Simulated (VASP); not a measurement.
Wanted: the native input for a VASP 6.6.1 run.

| Property | Result |
| --- | --- |
| Task | relaxation of cell and atoms |
| Functional | PBE |
| Potentials or basis | VASP PAW PBE potentials, release 64 (Te, Sn_d) |
| Cutoff | 600 eV |
| k mesh | 7 × 7 × 7 |
| Occupations | fermi-dirac, width 0.05 eV |
| Spin | no spin polarisation |
| Target pressure | 2 GPa |
| Dipole correction | no |
| Further INCAR settings | ALGO = Normal; EDIFF = 1e-06; IBRION = 2; EDIFFG = -0.01; NSW = 60; ISIF = 3 |

The structure of SnTe lies in POSCAR:

```
SnTe
1.0
    0.0000000000      3.1508500000      3.1508500000
    3.1508500000      0.0000000000      3.1508500000
    3.1508500000      3.1508500000      0.0000000000
Te Sn
1 1
Direct
    0.5000000000      0.5000000000      0.5000000000
    0.0000000000      0.0000000000      0.0000000000
```

The input as run:

INCAR

```
PREC     = Accurate       # precision mode
ENCUT    = 600            # plane-wave cutoff, eV
EDIFF    = 1E-6           # SCF threshold, eV
ISMEAR   = -1             # smearing method
SIGMA    = 0.05           # smearing width, eV
LREAL    = F              # projectors in reciprocal space
LASPH    = T              # aspherical terms in the spheres
NELM     = 60             # most SCF steps
ALGO     = Normal         # electronic algorithm
ISIF     = 3              # what is computed and relaxed
LWAVE    = F              # write WAVECAR
LCHARG   = F              # write CHGCAR
GGA      = PE             # functional
IBRION   = 2              # ionic algorithm
NSW      = 60             # ionic steps
EDIFFG   = -0.01          # ionic threshold
PSTRESS  = 20.0
```

KPOINTS

```
Automatic mesh
0
Gamma
  7 7 7
```

Potentials or basis: VASP PAW PBE potentials, release 64 (Te, Sn_d).

Run with:

```console
$ cat potpaw_PBE.64/Te/POTCAR potpaw_PBE.64/Sn_d/POTCAR > POTCAR
$ mpirun -np 1 vasp_std > vasp.out
```

Results of the run:

```
Relaxed volume                                         : 31.44 Å³/atom
Relaxed cell                                           : a = 4.464 Å, b = 4.464 Å, c = 4.464 Å, α = 60.00°, β = 60.00°, γ = 60.00°
Space group after relaxing (to 0.05 Å)                 : Fm-3m (No. 225)
Energy change on relaxing (the enthalpy is what falls) : -2.1 meV/atom
Ionic steps                                            : 2
Pressure after relaxing                                : 2.0 GPa
```

Caveat: the cell is relaxed towards a set pressure, so the enthalpy falls and the energy may rise.

It took 64 s on 1 thread of Intel Xeon 8259CL (shared host), peak memory 0.21 GiB.
